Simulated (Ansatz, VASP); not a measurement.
ZnPdC4N4: VASP beside Ansatz

```
Zn Pd C N
1.0
     7.23441    0.00000    0.00000
     0.00000    7.23441    0.00000
     0.00000    0.00000    3.68963
Zn Pd C N
1 1 4 4
Direct
  0.50000 0.50000 0.00000
  0.00000 0.00000 0.00000
  0.18942 0.81058 0.00000
  0.81058 0.18942 0.00000
  0.18942 0.18942 0.00000
  0.81058 0.81058 0.00000
  0.30378 0.69622 0.00000
  0.69622 0.30378 0.00000
  0.30378 0.30378 0.00000
  0.69622 0.69622 0.00000
```

Alike in both runs: task single point; functional PBE; k mesh 4 × 4 × 6; occupations gaussian, width 0.1 eV; no spin polarisation.

|  | VASP | Ansatz |
| --- | --- | --- |
| version | VASP 6.6.1 | Ansatz 0.2.0 |
| potentials or method | VASP PAW PBE potentials, release 64 (Zn, Pd, C, N), cutoff 520 eV | scalar-relativistic, plane waves, PAW |
| valence electrons in the cell | 58 | 66 |

Ansatz gave:

* gap on the k mesh at the Fermi level (eV): 1.80
* least direct gap on the mesh (eV): 1.94
* pressure (GPa): 2.0
* traceless stress, the component that is largest in VASP (GPa): -0.97
* rms of the force components (eV/Å): 0.599

Task: What did VASP give for the same quantities?

Result: gap on the k mesh at the Fermi level (eV): 1.80; least direct gap on the mesh (eV): 1.94; pressure (GPa): 2.3; traceless stress, the component that is largest in VASP (GPa): -1.40; rms of the force components (eV/Å): 0.410.

Atom by atom the forces differ by 0.196 eV/Å (rms over components). VASP's potentials hold 58 valence electrons a cell and Ansatz's 66, so a difference there can come from the potentials and not from the codes.

Noted on VASP's run: the standard files for N, O and F lose accuracy on very short bonds.
